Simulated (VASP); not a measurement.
Runs of VASP 6.6.1 on Si. The cells are those of the table. 

| cell | gap on the mesh (eV) | pressure (GPa) | largest force (eV/Å) |
| --- | --- | --- | --- |
| a = 5.688, b = 5.688, c = 10.788 Å, angles 90.0, 90.0, 109.5°, 16 atoms | none | -3.0 | 1.55 |
| a = 5.688, b = 5.688, c = 8.988 Å, angles 90.0, 90.0, 109.5°, 16 atoms | none | 5.1 | 4.06 |
| a = 5.688, b = 5.688, c = 12.288 Å, angles 90.0, 90.0, 109.5°, 16 atoms | none | -1.9 | 0.96 |
| a = 5.688, b = 5.688, c = 11.288 Å, angles 90.0, 90.0, 109.5°, 16 atoms | none | (a) | 1.09 |

Alike in all rows: task single point; level LDA; potentials or basis VASP PAW LDA potentials, release 64 (Si); no spin polarisation; k mesh 7 × 7 × 4; cutoff (eV) 500; smearing gaussian 0.15 eV.

Task: Fill in the values left out.

Result: (a) -2.5.

Caveats: semilocal functionals underestimate gaps, and a narrow one can read as zero; forces of over 1 eV/Å act on the atoms, so gaps and moduli don't describe the material at rest (at least some runs); the cell stands under tension (at least some runs); the cell stands under pressure (at least some runs).

A gap of «none» marks levels without a gap at the run's occupations.
